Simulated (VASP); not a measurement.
Write the native input for VASP 6.6.1 that does the following.

```yaml
Task: single point
Functional: PBEsol
Potentials_or_basis: VASP PAW PBE potentials, release 64 (Sn_d, O)
Cutoff: 520 eV
k_mesh: 12 × 12 × 2
Occupations: gaussian, width 0.01 eV
Spin: no spin polarisation
Dipole_correction: no
Further_INCAR_settings: ALGO = Normal; EDIFF = 1e-06; NBANDS = 35
```

The structure of SnO2 lies in POSCAR:

```
SnO2
1.0
    3.2088936286      0.0000000000      0.0000000000
   -1.6044468143      2.7789835148      0.0000000000
    0.0000000000      0.0000000000     10.7181399387
Sn O
2 4
Direct
    0.0000000000      0.0000000000      0.5000000000
    0.0000000000      0.0000000000      0.0000000000
    0.6666666667      0.3333333333      0.4058620000
    0.6666666667      0.3333333333      0.0941380000
    0.3333333333      0.6666666667      0.5941380000
    0.3333333333      0.6666666667      0.9058620000
```

One way to write it, as run:

INCAR

```
SYSTEM = SnO2
ALGO = Normal
EDIFF = 1E-6
ENCUT = 520
GGA = PS
ISIF = 2
ISMEAR = 0
LASPH = .True.
LCHARG = .True.
LELF = .True.
LREAL = .False.
LVHAR = .True.
LWAVE = .False.
NBANDS = 35
NELM = 60
PREC = Accurate
SIGMA = 0.01
```

KPOINTS

```
k-points
0
Gamma
  12 12 2
  0 0 0
```

Potentials or basis: VASP PAW PBE potentials, release 64 (Sn_d, O).

Run with:

```sh
$ cat potpaw_PBE.64/Sn_d/POTCAR potpaw_PBE.64/O/POTCAR > POTCAR
$ mpirun -np 1 vasp_std > vasp.out
```

Results of the run:

```json
{
 "Pressure": "-1.3 GPa",
 "Largest force": "0.118 eV/Å",
 "Band gap on the k mesh": "2.17 eV (least direct gap 2.60 eV)"
}
```

Caveat: the PAW data sets were made with another functional, which shifts forces and pressure a little; spin-orbit coupling is left out, which moves the levels of the heavy elements.

It took 75 s on 1 thread of Intel(R) Xeon(R) Platinum 8488C (Sapphire Rapids), on a shared host, peak memory 0.25 GiB.
